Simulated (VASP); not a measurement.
# SiO2 (P4_2/mnm) in VASP: settings compared

SiO2 is run at these levels: PBEsol, r2SCAN; tasks: relaxation of cell and atoms.

Everything below comes from runs of VASP 6.6.1. Logs are shortened: lines on timing, memory, paths and dates and some standing lists are left out, and cuts for length are marked.

## Step 1: The cell of the first run

The structure is tetragonal, space group P4_2/mnm (No. 136). Conventional cell: a = 4.177 Å, b = 4.177 Å, c = 2.665 Å, α = 90.00°, β = 90.00°, γ = 90.00°. Within 2.3 Å of Si (site symmetry mmm) lie 6 O at 1.76 to 1.81 Å. O (site symmetry m2m) has 3 Si at 1.76 to 1.81 Å and 1 O at 2.29 Å within 2.3 Å.

## Step 2: Relaxation of cell and atoms, PBEsol

Contents of INCAR:

```
SYSTEM = SiO2
ALGO = Normal ; EDIFF = 1E-6
EDIFFG = -0.05 ; ENCUT = 600
GGA = PS ; IBRION = 2
ISIF = 3 ; ISMEAR = -1
LASPH = .TRUE. ; LCHARG = .FALSE.
LREAL = .FALSE. ; LWAVE = .FALSE.
NELM = 80 ; NSW = 80
PREC = Accurate ; SIGMA = 0.01
```

Contents of KPOINTS:

```
k-points
0
G
  5 5 7
  0 0 0
```

Contents of POSCAR:

```
SiO2
1.0
    4.1773000000      0.0000000000      0.0000000000
    0.0000000000      4.1773000000      0.0000000000
    0.0000000000      0.0000000000      2.6652000000
Si O
2 4
Direct
    0.0000000000      0.0000000000      0.0000000000
    0.5000000000      0.5000000000      0.5000000000
    0.3059000000      0.3059000000      0.0000000000
    0.1941000000      0.8059000000      0.5000000000
    0.6941000000      0.6941000000      0.0000000000
    0.8059000000      0.1941000000      0.5000000000
```

Potentials or basis: VASP PAW PBE potentials, release 64 (Si, O).

Run with:

```
> cat potpaw_PBE.64/Si/POTCAR potpaw_PBE.64/O/POTCAR > POTCAR
> mpirun -np 1 vasp_std > vasp.out
```

OUTCAR:

```text
SYSTEM = SiO2
   EDIFF = 1E-6
   EDIFFG = -0.05
   ENCUT = 600
   GGA = PS
   IBRION = 2
   ISIF = 3
   ISMEAR = -1
   LASPH = .TRUE.
   LREAL = .FALSE.
   NELM = 80
   NSW = 80
   PREC = Accurate

 ion  position               nearest neighbor table
   1  0.000  0.000  0.000-   4 1.76   6 1.76   4 1.76   6 1.76   5 1.81   3 1.81
   2  0.500  0.500  0.500-   3 1.76   5 1.76   3 1.76   5 1.76   4 1.81   6 1.81
   3  0.306  0.306  0.000-   2 1.76   2 1.76   1 1.81
   4  0.194  0.806  0.500-   1 1.76   1 1.76   2 1.81
   5  0.694  0.694  0.000-   2 1.76   2 1.76   1 1.81
   6  0.806  0.194  0.500-   1 1.76   1 1.76   2 1.81

  LATTYP: Found a simple tetragonal cell.
 ALAT       =     4.1773000000
 C/A-ratio  =     0.6380197735

  Lattice vectors:

 A1 = (   4.1773000000,   0.0000000000,   0.0000000000)
 A2 = (   0.0000000000,   4.1773000000,   0.0000000000)
 A3 = (   0.0000000000,   0.0000000000,   2.6652000000)

Analysis of symmetry for initial positions (statically):
=====================================================================
 Subroutine PRICEL returns:
 Original cell was already a primitive cell.

 Routine SETGRP: Setting up the symmetry group for a
 simple tetragonal supercell.

 Subroutine GETGRP returns: Found 16 space group operations
 (whereof  8 operations were pure point group operations)
 out of a pool of 16 trial point group operations.

The static configuration has the point symmetry D_2h.
 The point group associated with its full space group is D_4h.

Analysis of symmetry for dynamics (positions and initial velocities):
=====================================================================
 Subroutine PRICEL returns:
 Original cell was already a primitive cell.

 Routine SETGRP: Setting up the symmetry group for a
 simple tetragonal supercell.

 Subroutine GETGRP returns: Found 16 space group operations
 (whereof  8 operations were pure point group operations)
 out of a pool of 16 trial point group operations.

The dynamic configuration has the point symmetry D_2h.
 The point group associated with its full space group is D_4h.

 Subroutine INISYM returns: Found 16 space group operations
 (whereof  8 operations are pure point group operations),
 and found     1 'primitive' translations

----------------------------------------------------------------------------------------

                                     Primitive cell

  volume of cell :      46.5073

  direct lattice vectors                    reciprocal lattice vectors
     4.177300000  0.000000000  0.000000000     0.239389079  0.000000000  0.000000000
     0.000000000  4.177300000  0.000000000     0.000000000  0.239389079  0.000000000
     0.000000000  0.000000000  2.665200000     0.000000000  0.000000000  0.375206363

  length of vectors
     4.177300000  4.177300000  2.665200000     0.239389079  0.239389079  0.375206363

  position of ions in fractional coordinates (direct lattice)
     0.000000000  0.000000000  0.000000000
     0.500000000  0.500000000  0.500000000
     0.305900000  0.305900000  0.000000000
     0.194100000  0.805900000  0.500000000
     0.694100000  0.694100000  0.000000000
     0.805900000  0.194100000  0.500000000

  ion indices of the primitive-cell ions
   primitive index   ion index
                 1           1
                 2           2
                 3           3
                 4           4
                 5           5
                 6           6

----------------------------------------------------------------------------------------

 KPOINTS: k-points

Automatic generation of k-mesh.
 Grid dimensions read from file:
 generate k-points for:    5    5    7

 Generating k-lattice:

  Cartesian coordinates                     Fractional coordinates (reciprocal lattice)
     0.047877816  0.000000000  0.000000000     0.200000000  0.000000000  0.000000000
     0.000000000  0.047877816  0.000000000     0.000000000  0.200000000  0.000000000
     0.000000000  0.000000000  0.053600909     0.000000000  0.000000000  0.142857143

  Length of vectors
     0.047877816  0.047877816  0.053600909

  Shift w.r.t. Gamma in fractional coordinates (k-lattice)
     0.000000000  0.000000000  0.000000000

 Subroutine IBZKPT returns following result:
 ===========================================

 Found     24 irreducible k-points:

 Following reciprocal coordinates:
            Coordinates               Weight
  0.000000  0.000000  0.000000      1.000000
  0.200000  0.000000  0.000000      4.000000
  0.400000  0.000000  0.000000      4.000000
  0.200000  0.200000  0.000000      4.000000
  0.400000  0.200000  0.000000      8.000000
  0.400000  0.400000  0.000000      4.000000
[... 16 lines left out ...]
  0.400000  0.200000  0.428571     16.000000
  0.400000  0.400000  0.428571      8.000000
   k-points           NKPTS =     24   k-points in BZ     NKDIM =     24   number of bands    NBANDS=     20
   number of dos      NEDOS =    301   number of ions     NIONS =      6
   total plane-waves  NPLWV =  31104
   dimension x,y,z NGX =    36 NGY =   36 NGZ =   24
   dimension x,y,z NGXF=    72 NGYF=   72 NGZF=   48
   ions per type =               2   4
   NGX,Y,Z   is equivalent  to a cutoff of  14.33, 14.33, 14.97 a.u.
   NGXF,Y,Z  is equivalent  to a cutoff of  28.65, 28.65, 29.94 a.u.
 SYSTEM =  SiO2
   PREC   = accura    normal or accurate (medium, high low for compatibility)
   ISTART =      0    job   : 0-new  1-cont  2-samecut
   ICHARG =      2    charge: 1-file 2-atom 10-const
   ISPIN  =      1    spin polarized calculation?
   LNONCOLLINEAR =      F non collinear calculations
   LSORBIT =      F    spin-orbit coupling
   LASPH  =      T    aspherical Exc in radial PAW
   ENCUT  =  600.0 eV  44.10 Ry    6.64 a.u.   8.34  8.34  5.32*2*pi/ulx,y,z
   NELM   =     80;   NELMIN=  2; NELMDL= -5     # of ELM steps
   EDIFF  = 0.1E-05   stopping-criterion for ELM
   LREAL  =      F    real-space projection
   EDIFFG = -.5E-01   stopping-criterion for IOM
   NSW    =     80    number of steps for IOM
   IBRION =      2    ionic relax: 0-MD 1-quasi-New 2-CG
   NFREE  =      1    steps in history (QN), initial steepest desc. (CG)
   ISIF   =      3    stress and relaxation
   ISYM   =      2    0-nonsym 1-usesym 2-fastsym
   POTIM  = 0.5000    time-step for ionic-motion
   TEBEG  =    0.0;   TEEND  =   0.0 temperature during run
   PSTRESS=    0.0 pullay stress
   NELECT =      32.0000    total number of electrons
   NUPDOWN=      -1.0000    fix difference up-down
   EMIN   =  10.00;   EMAX   =-10.00  energy-range for DOS
   EFERMI =   0.00;   METHOD = LEGACY
   ISMEAR =    -1;   SIGMA  =   0.01  broadening in eV -4-tet -1-fermi 0-gaus
   EFERMI_NEDOS =   21; number of points for ismear=-14 and -15
   IALGO  =     38    algorithm
   IMIX   =      4    mixing-type and parameters
     AMIX     =   0.40;   BMIX     =  1.00
     AMIX_MAG =   1.60;   BMIX_MAG =  1.00
  volume/ion in A,a.u.               =       7.75        52.31
  Fermi-wavevector in a.u.,A,eV,Ry     =   1.445277  2.731178 28.420200  2.088826
  Thomas-Fermi vector in A             =   2.563477
   LORBIT       =      0    0 simple, 1 ext, 2 COOP (PROOUT), +10 PAW based schemes
   GGA     = PS    functional components
   LHFCALC =     F    Hartree Fock is set to
   AEXX    =    0.0000 exact exchange contribution
   IVDW    =     0    specifies the selected vdW correction
   LEPSILON=     F    determine dielectric tensor
   LRPA    =     F    only Hartree local field effects (RPA)
 conjugate gradient relaxation of ions
 non-spin polarized calculation
  energy-cutoff  :      600.00
  volume of cell :       46.51
 maximum number of plane-waves:      1566
 NGX is ok and might be reduce to    36
   NGX = 17   NGY = 17   NGZ = 11

--------------------------------------- Ionic step        1  -------------------------------------------

 number of electron      32.0000002 magnetization

 Free energy of the ion-electron system (eV)
  ---------------------------------------------------
  ext. energy  EPLUGINS =         0.00000000
  ---------------------------------------------------
  free energy    TOTEN  =       -48.98623087 eV

  energy without entropy =      -48.98623087  energy(sigma->0) =      -48.98623087

------------------------ aborting loop because EDIFF is reached ----------------------------------------

  FORCE on cell =-STRESS in cart. coord.  units (eV):
  Direction    XX          YY          ZZ          XY          YZ          ZX
  --------------------------------------------------------------------------------------
  -------------------------------------------------------------------------------------
  Total        1.1300341      1.1300341      1.8093159      0.0000000      0.0000000      0.0000000
  in kB       38.9296951     38.9296951     62.3309647      0.0000000      0.0000000      0.0000000
  external PRESSURE =      46.7301183 kB  Pullay stress =       0.0000000 kB
[... 65 lines left out ...]
  energy  without entropy=      -48.9761333780  energy(sigma->0) =      -48.97613338

--------------------------------------- Ionic step        3  -------------------------------------------

 number of electron      32.0000001 magnetization

 Free energy of the ion-electron system (eV)
  ---------------------------------------------------
  ext. energy  EPLUGINS =         0.00000000
  ---------------------------------------------------
  free energy    TOTEN  =       -48.99590145 eV

  energy without entropy =      -48.99590145  energy(sigma->0) =      -48.99590145

 E-fermi :   8.1984     XC(G=0): -12.4685

 val. band max:        8.0117059528   @ k =   0.0000   0.0000   0.0000
 cond. band min:      13.3487619460   @ k =   0.0000   0.0000   0.0000
 fundamental gap:      5.3370559932
 Fermi energy:         8.1984186252

 k-point     1 :       0.0000    0.0000    0.0000
  band No.  band energies     occupation
      1     -14.4368      2.00000
      2     -10.8135      2.00000
      3     -10.8135      2.00000
      4     -10.5535      2.00000
      5      -2.8868      2.00000
      6       1.5683      2.00000
[... 12 lines left out ...]
     19      16.2242      0.00000
[... 561 lines left out ...]
  FREE ENERGIE OF THE ION-ELECTRON SYSTEM (eV)
  ---------------------------------------------------
  free  energy   TOTEN  =       -48.9959014456 eV

  energy  without entropy=      -48.9959014456  energy(sigma->0) =      -48.99590145

 reached required accuracy - stopping structural energy minimisation
```

It took 76 s on 1 thread of Intel Xeon 8259CL, shared host; peak memory 0.18 GiB.

Results:

- Free energy: -48.9959 eV
- Relaxed volume: 7.85 Å³/atom
- Relaxed cell: a = 4.193 Å, b = 4.193 Å, c = 2.681 Å, α = 90.00°, β = 90.00°, γ = 90.00°
- Space group after relaxing (to 0.1 Å): P4_2/mnm (No. 136)
- Energy gained by relaxing: 1.6 meV/atom
- Ionic steps: 3
- Pressure after relaxing: 0.0 GPa
- Largest force after relaxing: 0.046 eV/Å
- Band gap on the k mesh: 5.34 eV

Forces in eV/Å, atoms in the order of the input:
```
Si   0.000  0.000  0.000
Si   0.000  0.000  0.000
O    0.033  0.033  0.000
O   -0.033  0.033  0.000
O   -0.033 -0.033  0.000
O    0.033 -0.033  0.000
```

The path:
| step | energy change (eV) | largest force (eV/Å) | pressure (GPa) | volume (Å³) |
| --- | --- | --- | --- | --- |
| 1 | 0.0000 | 0.0899 | 4.67 | 46.51 |
| 2 | 0.0101 | 0.2242 | -6.12 | 48.05 |
| 3 | -0.0097 | 0.0461 | 0.03 | 47.13 |

Final structure:
```
Si O
1.0
     4.19272    0.00000    0.00000
     0.00000    4.19272    0.00000
     0.00000    0.00000    2.68096
Si O
2 4
Direct
  0.00000 0.00000 0.00000
  0.50000 0.50000 0.50000
  0.30560 0.30560 0.00000
  0.19440 0.80560 0.50000
  0.69440 0.69440 0.00000
  0.80560 0.19440 0.50000
```

Caveat: the PAW data sets were made with another functional, which shifts forces and pressure a little; the relaxation stopped at a loose force limit of 0.05 eV/Å, so its end isn't a converged minimum. Zero-point motion and thermal expansion aren't in these numbers.

(Continued in part 2 of 2.)
